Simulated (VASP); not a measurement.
# SiC5 (P3m1) in VASP: a series of runs, part 2 of 2

VASP 6.6.1.

## 4. Single point, r2SCAN (7.01 Å³/atom)

This run uses another cell than the first one, of 7.01 Å³/atom.

File POSCAR:

```
SiC5
1.0
    2.6972058328      0.0000000000      0.0000000000
   -1.3486029164      2.3358487704      0.0000000000
    0.0000000000      0.0000000000      6.6769875765
C Si
5 1
Direct
    0.0000000000      0.0000000000     -0.0279056134
    0.6666666667      0.3333333333      0.6696755148
    0.3333333333      0.6666666667      0.3656409587
    0.6666666667      0.3333333333      0.8962861346
    0.3333333333      0.6666666667      0.5929510660
    0.0000000000      0.0000000000      0.2533519394
```

File INCAR.step1:

```
PREC = Accurate ; ENCUT = 910
ISMEAR = 0 ; SIGMA = 0.01
LREAL = False ; LASPH = True
NELM = 120 ; NBANDS = 21
GGA = PE ; ALGO = Normal
EDIFF = 1E-5 ; LWAVE = True
LCHARG = False ; GGA_COMPAT = False
```

File INCAR.step2:

```
PREC = Accurate ; ENCUT = 910
EDIFF = 1E-6 ; ISMEAR = 0
SIGMA = 0.01 ; LREAL = False
LASPH = True ; NELM = 120
ALGO = Normal ; ISIF = 2
LWAVE = False ; LCHARG = False
METAGGA = R2SCAN ; LMIXTAU = True
NBANDS = 21 ; ISTART = 1
GGA_COMPAT = False
```

File KPOINTS:

```
regular mesh
0
Gamma
  9 9 4
```

Potentials or basis: VASP PAW PBE potentials, release 64 (C_h, Si).

Started as:

```console
$ cat potpaw_PBE.64/C_h/POTCAR potpaw_PBE.64/Si/POTCAR > POTCAR
$ cp INCAR.step1 INCAR
$ mpirun -np 1 vasp_std > vasp.out
$ cp INCAR.step2 INCAR
$ mpirun -np 1 vasp_std > vasp.out
```

OUTCAR:

```text
PREC = Accurate
   ENCUT = 910
   EDIFF = 1E-6
   ISMEAR = 0
   LREAL = False
   LASPH = True
   NELM = 120
   ISIF = 2
   METAGGA = R2SCAN
   ISTART = 1

 ion  position               nearest neighbor table
   1  0.000  0.000  0.972-   6 1.88
   2  0.667  0.333  0.670-   4 1.51
   3  0.333  0.667  0.366-   5 1.52   6 1.73   6 1.73   6 1.73
   4  0.667  0.333  0.896-   2 1.51
   5  0.333  0.667  0.593-   3 1.52
   6  0.000  0.000  0.253-   3 1.73   3 1.73   3 1.73   1 1.88

  LATTYP: Found a hexagonal cell.
 ALAT       =     2.6972058328
 C/A-ratio  =     2.4755202200

  Lattice vectors:

 A1 = (   2.6972058328,   0.0000000000,   0.0000000000)
 A2 = (  -1.3486029164,   2.3358487704,   0.0000000000)
 A3 = (   0.0000000000,   0.0000000000,   6.6769875765)

Analysis of symmetry for initial positions (statically):
=====================================================================
 Subroutine PRICEL returns:
 Original cell was already a primitive cell.

 Routine SETGRP: Setting up the symmetry group for a
 hexagonal supercell.

 Subroutine GETGRP returns: Found  6 space group operations
 (whereof  6 operations were pure point group operations)
 out of a pool of 24 trial point group operations.

The static configuration has the point symmetry C_3v.

Analysis of symmetry for dynamics (positions and initial velocities):
=====================================================================
 Subroutine PRICEL returns:
 Original cell was already a primitive cell.

 Routine SETGRP: Setting up the symmetry group for a
 hexagonal supercell.

 Subroutine GETGRP returns: Found  6 space group operations
 (whereof  6 operations were pure point group operations)
 out of a pool of 24 trial point group operations.

[... 125 lines left out ...]
   IALGO  =     38    algorithm
   IMIX   =      4    mixing-type and parameters
     AMIX     =   0.40;   BMIX     =  1.00
     AMIX_MAG =   1.60;   BMIX_MAG =  1.00
  volume/ion in A,a.u.               =       7.01        47.31
  Fermi-wavevector in a.u.,A,eV,Ry     =   1.357788  2.565848 25.083559  1.843590
  Thomas-Fermi vector in A             =   2.484677
   LORBIT       =      0    0 simple, 1 ext, 2 COOP (PROOUT), +10 PAW based schemes
   METAGGA = R2SCAN    functional components
   LHFCALC =     F    Hartree Fock is set to
   AEXX    =    0.0000 exact exchange contribution
   IVDW    =     0    specifies the selected vdW correction
   LEPSILON=     F    determine dielectric tensor
   LRPA    =     F    only Hartree local field effects (RPA)
 non-spin polarized calculation
 Gauss-broadening in eV      SIGMA  =   0.01
  energy-cutoff  :      910.00
  volume of cell :       42.07
 maximum number of plane-waves:      2661
 NGX is ok and might be reduce to    28
   NGX = 13   NGY = 13   NGZ = 33

 number of electron      24.0000000 magnetization

 Free energy of the ion-electron system (eV)
  ---------------------------------------------------
  ext. energy  EPLUGINS =         0.00000000
  ---------------------------------------------------
  free energy    TOTEN  =       -55.70171287 eV

  energy without entropy =      -55.70171287  energy(sigma->0) =      -55.70171287

 E-fermi :  11.1846     XC(G=0): -13.3789

 val. band max:       11.0684910967   @ k =   0.0000   0.0000   0.0000
 cond. band min:      12.9012633011   @ k =   0.4444  -0.0000   0.0000
 fundamental gap:      1.8327722044
 Fermi energy:        11.1845577442

 k-point     1 :       0.0000    0.0000    0.0000
  band No.  band energies     occupation
      1     -10.4308      2.00000
      2      -7.8125      2.00000
      3      -6.5912      2.00000
      4       0.4794      2.00000
      5       2.0128      2.00000
      6       7.2662      2.00000
[... 565 lines left out ...]
     20      21.2987      0.00000
     21      22.4147      0.00000

 [... further k-points ...]

------------------------ aborting loop because EDIFF is reached ----------------------------------------

  FORCE on cell =-STRESS in cart. coord.  units (eV):
  Direction    XX          YY          ZZ          XY          YZ          ZX
  --------------------------------------------------------------------------------------
  -------------------------------------------------------------------------------------
  Total        2.5561301      2.5561301      2.8236700      0.0000000      0.0000000      0.0000000
  in kB       97.3540811     97.3540811    107.5437416      0.0000000      0.0000000      0.0000000
  external PRESSURE =     100.7506346 kB  Pullay stress =       0.0000000 kB

 VOLUME and BASIS-vectors are now :
 -----------------------------------------------------------------------------
  energy-cutoff  :      910.00
  volume of cell :       42.07
      direct lattice vectors                 reciprocal lattice vectors
     2.697205833  0.000000000  0.000000000     0.370754055  0.214054954  0.000000000
    -1.348602916  2.335848770  0.000000000     0.000000000  0.428109907  0.000000000
     0.000000000  0.000000000  6.676987577     0.000000000  0.000000000  0.149768138

 POSITION                                       TOTAL-FORCE (eV/Angst)
 -----------------------------------------------------------------------------------
      0.00000      0.00000      6.49066        -0.000000      0.000000     -0.011929
      1.34860      0.77862      4.47142         0.000000      0.000000     -0.127171
     -0.00000      1.55723      2.44138         0.000000      0.000000      0.095937
      1.34860      0.77862      5.98449        -0.000000      0.000000      0.176109
     -0.00000      1.55723      3.95913         0.000000     -0.000000      0.095352
      0.00000      0.00000      1.69163         0.000000      0.000000     -0.228298
 -----------------------------------------------------------------------------------
    total drift:                                0.000000      0.000000     -0.000829

  FREE ENERGIE OF THE ION-ELECTRON SYSTEM (eV)
  ---------------------------------------------------
  free  energy   TOTEN  =       -55.7017128653 eV

  energy  without entropy=      -55.7017128653  energy(sigma->0) =      -55.70171287
```

OSZICAR.step1:

```text
N       E                     dE             d eps       ncg     rms          rms(c)
DAV:   1     0.834577896459E+02    0.83458E+02   -0.17236E+04  1806   0.169E+03
DAV:   2    -0.439567608630E+02   -0.12741E+03   -0.12103E+03  2332   0.250E+02
DAV:   3    -0.519018487506E+02   -0.79451E+01   -0.78789E+01  2324   0.585E+01
DAV:   4    -0.519990456398E+02   -0.97197E-01   -0.97002E-01  2633   0.658E+00
DAV:   5    -0.520000008970E+02   -0.95526E-03   -0.95493E-03  2465   0.639E-01    0.127E+01
DAV:   6    -0.488516603448E+02    0.31483E+01   -0.44884E+00  2363   0.160E+01    0.576E+00
DAV:   7    -0.485557692208E+02    0.29589E+00   -0.29583E+00  2235   0.110E+01    0.229E+00
DAV:   8    -0.485176696909E+02    0.38100E-01   -0.36284E-01  2196   0.397E+00    0.104E+00
DAV:   9    -0.485118363596E+02    0.58333E-02   -0.78365E-02  2311   0.207E+00    0.235E-01
DAV:  10    -0.485115256009E+02    0.31076E-03   -0.85046E-03  2319   0.679E-01    0.121E-01
DAV:  11    -0.485115891054E+02   -0.63504E-04   -0.90876E-04  2517   0.207E-01    0.221E-02
DAV:  12    -0.485115894880E+02   -0.38263E-06   -0.36339E-05  2318   0.431E-02
   1 F= -.48511589E+02 E0= -.48511589E+02  d E =-.263248E-31
```

Run time: 5 min. Hardware: 1 thread of AMD EPYC 7R13 (Zen 3), shared host; peak memory 0.23 GiB.

Results:

| Item | Value |
| --- | --- |
| Free energy | -55.7017 eV |
| Pressure | 10.1 GPa |
| Largest force | 0.228 eV/Å |
| Band gap on the k mesh | 1.83 eV (least direct gap 3.82 eV) |

Forces in eV/Å, atoms in the order of the input:
```
C    0.000  0.000 -0.012
C    0.000  0.000 -0.127
C    0.000  0.000  0.096
C    0.000  0.000  0.176
C    0.000  0.000  0.095
Si   0.000  0.000 -0.228
```

Caveat: the cutoff is under 1.25 times the usual one of these potentials, so pressure, stress and relaxed cells hold a basis-set (Pulay) error; the cell stands under pressure; the PAW data sets were made with another functional, which shifts forces and pressure a little; an odd mesh through Γ misses points on the zone boundary, where band edges can lie.

## 5. Single point, r2SCAN (6.79 Å³/atom)

This run uses another cell than the first one, of 6.79 Å³/atom.

POSCAR: that of step 4 with these lines changed.

```diff
@@ -2,5 +2,5 @@
 1.0
-    2.6972058328      0.0000000000      0.0000000000
-   -1.3486029164      2.3358487704      0.0000000000
-    0.0000000000      0.0000000000      6.6769875765
+    2.6691078954      0.0000000000      0.0000000000
+   -1.3345539477      2.3115152428      0.0000000000
+    0.0000000000      0.0000000000      6.6074305643
 C Si
```

File INCAR.step1:

```
SYSTEM = SiC5
ALGO     = Normal         ! electronic algorithm
EDIFF    = 1E-5           ! SCF threshold, eV
ENCUT    = 910            ! plane-wave cutoff, eV
GGA      = PE             ! functional
GGA_COMPAT= .FALSE.      
ISMEAR   = 0              ! smearing method
LASPH    = .TRUE.         ! aspherical terms in the spheres
LCHARG   = .FALSE.        ! write CHGCAR
LREAL    = .FALSE.        ! projectors in reciprocal space
LWAVE    = .TRUE.         ! write WAVECAR
NBANDS   = 21             ! bands
NELM     = 120            ! most SCF steps
PREC     = Accurate       ! precision mode
SIGMA    = 0.01           ! smearing width, eV
```

File INCAR.step2:

```
SYSTEM = SiC5
ALGO     = Normal         ! electronic algorithm
EDIFF    = 1E-6           ! SCF threshold, eV
ENCUT    = 910            ! plane-wave cutoff, eV
GGA_COMPAT= .FALSE.      
ISIF     = 2              ! what is computed and relaxed
ISMEAR   = 0              ! smearing method
ISTART   = 1            
LASPH    = .TRUE.         ! aspherical terms in the spheres
LCHARG   = .FALSE.        ! write CHGCAR
LMIXTAU  = .TRUE.       
LREAL    = .FALSE.        ! projectors in reciprocal space
LWAVE    = .FALSE.        ! write WAVECAR
METAGGA  = R2SCAN         ! meta-GGA
NBANDS   = 21             ! bands
NELM     = 120            ! most SCF steps
PREC     = Accurate       ! precision mode
SIGMA    = 0.01           ! smearing width, eV
```

File KPOINTS:

```
k-points
0
G
  9 9 4
  0 0 0
```

Started as:

```console
$ cat potpaw_PBE.64/C_h/POTCAR potpaw_PBE.64/Si/POTCAR > POTCAR
$ cp INCAR.step1 INCAR
$ mpirun -np 1 vasp_std > vasp.out
$ cp INCAR.step2 INCAR
$ mpirun -np 1 vasp_std > vasp.out
```

Run time: 2.5 min. Hardware: 1 thread of Intel Xeon 6975P-C (Granite Rapids), shared host; peak memory 0.26 GiB.

Results (log left out):

```yaml
Free_energy: -55.5687 eV
Pressure: 22.4 GPa
Largest_force: 0.535 eV/Å
Band_gap_on_the_k_mesh: 1.82 eV (least direct gap 3.90 eV)
```

Forces on the atoms (eV/Å):
```
C    0.000  0.000 -0.051
C    0.000  0.000 -0.275
C    0.000  0.000  0.264
C    0.000  0.000  0.375
C    0.000  0.000  0.222
Si   0.000  0.000 -0.535
```

Stress tensor (GPa, compression positive):
```
21.50  0.00  0.00
 0.00 21.50  0.00
 0.00  0.00 24.22
```

Levels at points of the mesh, in eV from the valence-band top:
```
           k point  band 10  band 11  band 12  band 13  band 14  band 15
(0.00, 0.00, 0.00)    -1.40     0.00     0.00     4.74     4.87     4.87
(0.00, 0.00, 0.50)    -2.41    -0.15    -0.15     5.13     5.22     5.22
```

Caveat: the cutoff is under 1.25 times the usual one of these potentials, so pressure, stress and relaxed cells hold a basis-set (Pulay) error; the cell stands under pressure; the PAW data sets were made with another functional, which shifts forces and pressure a little; an odd mesh through Γ misses points on the zone boundary, where band edges can lie.

## 6. Summary

| cell | k mesh | gap on the mesh (eV) | pressure (GPa) | largest force (eV/Å) |
| --- | --- | --- | --- | --- |
| a = 2.725, b = 2.725, c = 6.745 Å, angles 90.0, 90.0, 120.0°, 6 atoms | 9 × 9 × 4 | 1.84 | -0.6 | 0.06 |
| a = 2.725, b = 2.725, c = 6.745 Å, angles 90.0, 90.0, 120.0°, 6 atoms | 12 × 12 × 4 | 1.68 | -0.6 | 0.06 |
| a = 2.697, b = 2.697, c = 6.677 Å, angles 90.0, 90.0, 120.0°, 6 atoms | 9 × 9 × 4 | 1.83 | 10.1 | 0.23 |
| a = 2.669, b = 2.669, c = 6.607 Å, angles 90.0, 90.0, 120.0°, 6 atoms | 9 × 9 × 4 | 1.82 | 22.4 | 0.54 |

Alike in all rows: task single point; level r2SCAN; potentials or basis VASP PAW PBE potentials, release 64 (C_h, Si); no spin polarisation; cutoff (eV) 910; smearing gaussian 0.01 eV.

Caveats: the cutoff is under 1.25 times the usual one of these potentials, so pressure, stress and relaxed cells hold a basis-set (Pulay) error; the PAW data sets were made with another functional, which shifts forces and pressure a little; an odd mesh through Γ misses points on the zone boundary, where band edges can lie (at least some runs); the cell stands under pressure (at least some runs).

Total energies depend on the potentials used, so only differences within one code and one set of settings carry meaning.
